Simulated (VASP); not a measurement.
# Au (a cell with a defect) in VASP: single point with PBE

Aim: the single point of Au (a cell with a defect) with PBE.

All numbers are computed with VASP 6.6.1; they aren't measurements. Logs are shortened: lines on timing, memory, paths and dates and some standing lists are left out, and cuts for length are marked.

## Step 1: The cell of the first run

The cell holds a defect, 26 atoms: a = 8.820 Å, b = 8.820 Å, c = 8.820 Å, α = 60.00°, β = 60.00°, γ = 60.00°.

## Step 2: Single point, PBE (atoms taken out, then relaxed in part)

INCAR reads:

```
SYSTEM = Au
  PREC = Accurate
  ENCUT = 520
  EDIFF = 1E-7
  ISMEAR = 0
  SIGMA = 0.1
  LREAL = Auto
  LASPH = .True.
  NELM = 100
  ALGO = Normal
  ISIF = 2
  LWAVE = .False.
  LCHARG = .False.
  GGA = PE
  NBANDS = 162
```

KPOINTS reads:

```
Automatic mesh
0
Gamma
  4 4 4
  0 0 0
```

POSCAR reads:

```
Au
1.0
   -6.2368442493      6.2368442493      0.0000000000
   -6.2368442493      0.0000000000      6.2368442493
    0.0000000000      6.2368442493      6.2368442493
Au
26
Direct
    0.3272463471      0.0000000000      0.0000000000
    0.0000000000      0.3272463471      0.0000000000
    0.0000000000      0.0000000000      0.3272463471
    0.6727536529      0.0000000000      0.0000000000
    0.3330832250      0.3330832250      0.0007503251
    0.3330832250      0.0007503251      0.3330832250
    0.0000000000      0.6727536529      0.0000000000
    0.0007503251      0.3330832250      0.3330832250
    0.0000000000      0.0000000000      0.6727536529
    0.6727536529      0.3272463471      0.0000000000
    0.6727536529      0.0000000000      0.3272463471
    0.3272463471      0.6727536529      0.0000000000
    0.3330832250      0.3330832250      0.3330832250
    0.3272463471      0.0000000000      0.6727536529
    0.0000000000      0.6727536529      0.3272463471
    0.0000000000      0.3272463471      0.6727536529
    0.6669167750      0.6669167750     -0.0007503251
    0.6675775429      0.3324224571      0.3324224571
    0.6669167750     -0.0007503251      0.6669167750
    0.3324224571      0.6675775429      0.3324224571
    0.3324224571      0.3324224571      0.6675775429
   -0.0007503251      0.6669167750      0.6669167750
    0.6675775429      0.6675775429      0.3324224571
    0.6675775429      0.3324224571      0.6675775429
    0.3324224571      0.6675775429      0.6675775429
    0.6669167750      0.6669167750      0.6669167750
```

Potentials or basis: VASP PAW PBE potentials, release 64 (Au).

The run is started by

```
$ cat potpaw_PBE.64/Au/POTCAR > POTCAR
$ mpirun -np 1 vasp_std > vasp.out
```

OUTCAR:

```text
SYSTEM = Au
   PREC = Accurate
   ENCUT = 520
   EDIFF = 1E-7
   ISMEAR = 0
   LREAL = Auto
   LASPH = .True.
   NELM = 100
   ISIF = 2
   GGA = PE

 ion  position               nearest neighbor table
   1  0.327  0.000  0.000-   2 2.89   3 2.89  12 2.89  14 2.89  20 2.93  21 2.93  17 2.97  19 2.97
                             5 2.97   6 2.97   4 3.05
   2  0.000  0.327  0.000-   1 2.89   3 2.89  10 2.89  16 2.89  18 2.93  21 2.93  17 2.97  22 2.97
                             5 2.97   8 2.97   7 3.05
   3  0.000  0.000  0.327-   1 2.89   2 2.89  11 2.89  15 2.89  18 2.93  20 2.93  19 2.97  22 2.97
                             6 2.97   8 2.97   9 3.05
   4  0.673  0.000  0.000-   7 2.89   9 2.89  10 2.89  11 2.89  23 2.93  24 2.93   5 2.97   6 2.97
                            17 2.97  19 2.97   1 3.05
   5  0.333  0.333  0.001-   6 2.93   8 2.93  13 2.93  24 2.94  25 2.94  21 2.94  10 2.97  12 2.97
                             7 2.97   4 2.97   1 2.97   2 2.97
   6  0.333  0.001  0.333-   5 2.93   8 2.93  13 2.93  23 2.94  25 2.94  20 2.94  14 2.97  11 2.97
                             4 2.97   9 2.97   1 2.97   3 2.97
   7  0.000  0.673  0.000-   4 2.89   9 2.89  12 2.89  15 2.89  23 2.93  25 2.93   8 2.97   5 2.97
                            17 2.97  22 2.97   2 3.05
   8  0.001  0.333  0.333-   5 2.93   6 2.93  13 2.93  23 2.94  24 2.94  18 2.94  16 2.97  15 2.97
                             7 2.97   9 2.97   2 2.97   3 2.97
   9  0.000  0.000  0.673-   4 2.89   7 2.89  14 2.89  16 2.89  24 2.93  25 2.93   6 2.97   8 2.97
[... 21 lines left out ...]
  20  0.332  0.668  0.332-   1 2.93   3 2.93  12 2.93  15 2.93  13 2.94  17 2.94  22 2.94   6 2.94
                            21 2.96  18 2.96  23 2.96  25 2.96
  21  0.332  0.332  0.668-   1 2.93   2 2.93  14 2.93  16 2.93  13 2.94  19 2.94  22 2.94   5 2.94
                            20 2.96  18 2.96  24 2.96  25 2.96
  22  0.999  0.667  0.667-  17 2.93  19 2.93  26 2.93  21 2.94  20 2.94  25 2.94  15 2.97  16 2.97
                             2 2.97   3 2.97   7 2.97   9 2.97
  23  0.668  0.668  0.332-   4 2.93   7 2.93  11 2.93  15 2.93  26 2.94   8 2.94   6 2.94  17 2.94
                            20 2.96  24 2.96  25 2.96  18 2.96
  24  0.668  0.332  0.668-   4 2.93   9 2.93  10 2.93  16 2.93  26 2.94   5 2.94   8 2.94  19 2.94
                            21 2.96  23 2.96  25 2.96  18 2.96
  25  0.332  0.668  0.668-   7 2.93   9 2.93  12 2.93  14 2.93  26 2.94   6 2.94   5 2.94  22 2.94
                            20 2.96  23 2.96  24 2.96  21 2.96
  26  0.667  0.667  0.667-  17 2.93  19 2.93  22 2.93  23 2.94  24 2.94  25 2.94  10 2.97  11 2.97
                            15 2.97  16 2.97  12 2.97  14 2.97

  LATTYP: Found a face centered cubic cell.
 ALAT       =    12.4736884986

  Lattice vectors:

 A1 = (  -6.2368442493,   6.2368442493,   0.0000000000)
 A2 = (  -6.2368442493,   0.0000000000,   6.2368442493)
 A3 = (   0.0000000000,   6.2368442493,   6.2368442493)

Analysis of symmetry for initial positions (statically):
=====================================================================
 Subroutine PRICEL returns:
 Original cell was already a primitive cell.

 Routine SETGRP: Setting up the symmetry group for a
 face centered cubic supercell.

 Subroutine GETGRP returns: Found 48 space group operations
 (whereof 48 operations were pure point group operations)
 out of a pool of 48 trial point group operations.

The static configuration has the point symmetry O_h .

Analysis of symmetry for dynamics (positions and initial velocities):
=====================================================================
 Subroutine PRICEL returns:
 Original cell was already a primitive cell.

 Routine SETGRP: Setting up the symmetry group for a
 face centered cubic supercell.

 Subroutine GETGRP returns: Found 48 space group operations
 (whereof 48 operations were pure point group operations)
 out of a pool of 48 trial point group operations.

The dynamic configuration has the point symmetry O_h .

 Subroutine INISYM returns: Found 48 space group operations
 (whereof 48 operations are pure point group operations),
 and found     1 'primitive' translations

----------------------------------------------------------------------------------------

                                     Primitive cell

  volume of cell :     485.2044

  direct lattice vectors                    reciprocal lattice vectors
    -6.236844249  6.236844249  0.000000000    -0.080168749  0.080168749 -0.080168749
    -6.236844249  0.000000000  6.236844249    -0.080168749 -0.080168749  0.080168749
     0.000000000  6.236844249  6.236844249     0.080168749  0.080168749  0.080168749
[... 70 lines left out ...]

  Cartesian coordinates                     Fractional coordinates (reciprocal lattice)
    -0.020042187  0.020042187 -0.020042187     0.250000000  0.000000000  0.000000000
    -0.020042187 -0.020042187  0.020042187     0.000000000  0.250000000  0.000000000
     0.020042187  0.020042187  0.020042187     0.000000000  0.000000000  0.250000000

  Length of vectors
     0.034714087  0.034714087  0.034714087

  Shift w.r.t. Gamma in fractional coordinates (k-lattice)
     0.000000000  0.000000000  0.000000000

 Subroutine IBZKPT returns following result:
 ===========================================

 Found      8 irreducible k-points:

 Following reciprocal coordinates:
            Coordinates               Weight
  0.000000  0.000000  0.000000      1.000000
  0.250000  0.000000  0.000000      8.000000
  0.500000  0.000000  0.000000      4.000000
  0.250000  0.250000  0.000000      6.000000
  0.500000  0.250000  0.000000     24.000000
 -0.250000  0.250000  0.000000     12.000000
  0.500000  0.500000  0.000000      3.000000
 -0.250000  0.500000  0.250000      6.000000
   k-points           NKPTS =      8   k-points in BZ     NKDIM =      8   number of bands    NBANDS=    162
   number of dos      NEDOS =    301   number of ions     NIONS =     26
   total plane-waves  NPLWV = 343000
   dimension x,y,z NGX =    70 NGY =   70 NGZ =   70
   dimension x,y,z NGXF=   140 NGYF=  140 NGZF=  140
   ions per type =              26
   NGX,Y,Z   is equivalent  to a cutoff of  13.19, 13.19, 13.19 a.u.
   NGXF,Y,Z  is equivalent  to a cutoff of  26.39, 26.39, 26.39 a.u.
 SYSTEM =  Au
   PREC   = accura    normal or accurate (medium, high low for compatibility)
   ISTART =      0    job   : 0-new  1-cont  2-samecut
   ICHARG =      2    charge: 1-file 2-atom 10-const
   ISPIN  =      1    spin polarized calculation?
   LNONCOLLINEAR =      F non collinear calculations
   LSORBIT =      F    spin-orbit coupling
   LASPH  =      T    aspherical Exc in radial PAW
   ENCUT  =  520.0 eV  38.22 Ry    6.18 a.u.  16.40 16.40 16.40*2*pi/ulx,y,z
   NELM   =    100;   NELMIN=  2; NELMDL= -5     # of ELM steps
   EDIFF  = 0.1E-06   stopping-criterion for ELM
   LREAL  =      T    real-space projection
   EDIFFG = 0.1E-05   stopping-criterion for IOM
   NSW    =      0    number of steps for IOM
   IBRION =     -1    ionic relax: 0-MD 1-quasi-New 2-CG
   NFREE  =      0    steps in history (QN), initial steepest desc. (CG)
   ISIF   =      2    stress and relaxation
   ISYM   =      2    0-nonsym 1-usesym 2-fastsym
   POTIM  = 0.5000    time-step for ionic-motion
   TEBEG  =    0.0;   TEEND  =   0.0 temperature during run
   PSTRESS=    0.0 pullay stress
   NELECT =     286.0000    total number of electrons
   NUPDOWN=      -1.0000    fix difference up-down
   EMIN   =  10.00;   EMAX   =-10.00  energy-range for DOS
   EFERMI =   0.00;   METHOD = LEGACY
   ISMEAR =     0;   SIGMA  =   0.10  broadening in eV -4-tet -1-fermi 0-gaus
   EFERMI_NEDOS =   21; number of points for ismear=-14 and -15
   IALGO  =     38    algorithm
   IMIX   =      4    mixing-type and parameters
     AMIX     =   0.40;   BMIX     =  1.00
     AMIX_MAG =   1.60;   BMIX_MAG =  1.00
  volume/ion in A,a.u.               =      18.66       125.94
  Fermi-wavevector in a.u.,A,eV,Ry     =   1.372636  2.593905 25.635127  1.884129
  Thomas-Fermi vector in A             =   2.498225
   LORBIT       =      0    0 simple, 1 ext, 2 COOP (PROOUT), +10 PAW based schemes
   GGA     = PE    functional components
   LHFCALC =     F    Hartree Fock is set to
   AEXX    =    0.0000 exact exchange contribution
   IVDW    =     0    specifies the selected vdW correction
   LEPSILON=     F    determine dielectric tensor
   LRPA    =     F    only Hartree local field effects (RPA)
 non-spin polarized calculation
 Gauss-broadening in eV      SIGMA  =   0.10
  energy-cutoff  :      520.00
  volume of cell :      485.20
 maximum number of plane-waves:     13116
 NGX is ok and might be reduce to    70
   NGX = 33   NGY = 33   NGZ = 33

 number of electron     286.0000013 magnetization

 Free energy of the ion-electron system (eV)
  ---------------------------------------------------
  ext. energy  EPLUGINS =         0.00000000
  ---------------------------------------------------
  free energy    TOTEN  =       -83.14083304 eV

  energy without entropy =      -83.08051557  energy(sigma->0) =      -83.11067431

 E-fermi :   8.0094     XC(G=0): -12.1334

 val. band max:        7.9848471236   @ k =   0.5000   0.5000   0.0000
 cond. band min:       8.0700406634   @ k =   0.5000   0.5000   0.0000
 fundamental gap:      0.0851935398
 Fermi energy:         8.0094053087

 k-point     1 :       0.0000    0.0000    0.0000
  band No.  band energies     occupation
      1      -1.0194      2.00000
      2       1.1232      2.00000
      3       1.1403      2.00000
      4       1.1403      2.00000
      5       1.1403      2.00000
      6       1.2899      2.00000
[... 1253 lines left out ...]
    154      10.2541      0.00000
    155      10.5265      0.00000
 [bands above 155 left out]

------------------------ aborting loop because EDIFF is reached ----------------------------------------

  FORCE on cell =-STRESS in cart. coord.  units (eV):
  Direction    XX          YY          ZZ          XY          YZ          ZX
  --------------------------------------------------------------------------------------
  -------------------------------------------------------------------------------------
  Total       -6.1841722     -6.1841722     -6.1841722     -0.0000000      0.0000000     -0.0000000
  in kB      -20.4205514    -20.4205514    -20.4205514     -0.0000000      0.0000000     -0.0000000
  external PRESSURE =     -20.4205514 kB  Pullay stress =       0.0000000 kB

 VOLUME and BASIS-vectors are now :
 -----------------------------------------------------------------------------
  energy-cutoff  :      520.00
  volume of cell :      485.20
      direct lattice vectors                 reciprocal lattice vectors
    -6.236844249  6.236844249  0.000000000    -0.080168749  0.080168749 -0.080168749
    -6.236844249  0.000000000  6.236844249    -0.080168749 -0.080168749  0.080168749
     0.000000000  6.236844249  6.236844249     0.080168749  0.080168749  0.080168749

 POSITION                                       TOTAL-FORCE (eV/Angst)
 -----------------------------------------------------------------------------------
     -2.04098      2.04098      0.00000         0.017011     -0.017011     -0.000000
     -2.04098      0.00000      2.04098         0.017011     -0.000000     -0.017011
      0.00000      2.04098      2.04098         0.000000     -0.017011     -0.017011
     -4.19586      4.19586      0.00000        -0.017011      0.017011     -0.000000
     -4.15478      2.08207      2.08207         0.004305      0.004305      0.004305
     -2.08207      4.15478      2.08207        -0.004305     -0.004305      0.004305
[... 18 lines left out ...]
     -6.23684      6.23684      8.32715         0.000000     -0.000000      0.001864
     -8.31891      8.31891      8.31891        -0.004305      0.004305      0.004305
 -----------------------------------------------------------------------------------
    total drift:                               -0.000000      0.000000      0.000000

  FREE ENERGIE OF THE ION-ELECTRON SYSTEM (eV)
  ---------------------------------------------------
  free  energy   TOTEN  =       -83.1408330424 eV

  energy  without entropy=      -83.0805155687  energy(sigma->0) =      -83.11067431
```

It took 44 min on 1 thread of Intel Xeon 8259CL, shared host; peak memory 0.91 GiB.

Results:

```
Free energy            : -83.1408 eV
Pressure               : -2.0 GPa
Largest force          : 0.024 eV/Å
Band gap on the k mesh : zero (bands 143 and 144 overlap by 2.26 eV)
```

Forces in eV/Å, atoms in the order of the input:
```
Au   0.017 -0.017  0.000
Au   0.017  0.000 -0.017
Au   0.000 -0.017 -0.017
Au  -0.017  0.017  0.000
Au   0.004  0.004  0.004
Au  -0.004 -0.004  0.004
Au  -0.017  0.000  0.017
Au  -0.004  0.004 -0.004
Au   0.000  0.017  0.017
Au   0.000  0.017 -0.017
Au  -0.017  0.000 -0.017
Au   0.000 -0.017  0.017
Au   0.004 -0.004 -0.004
Au   0.017  0.000  0.017
Au  -0.017 -0.017  0.000
Au   0.017  0.017  0.000
Au  -0.004 -0.004 -0.004
Au   0.000  0.000 -0.002
Au   0.004  0.004 -0.004
Au   0.000 -0.002  0.000
Au   0.002  0.000  0.000
Au   0.004 -0.004  0.004
Au  -0.002  0.000  0.000
Au   0.000  0.002  0.000
Au   0.000  0.000  0.002
Au  -0.004  0.004  0.004
```

Caveat: the cell differs from its parent crystal (atoms taken out, then relaxed in part); spin-orbit coupling is left out, which moves the levels of the heavy elements.
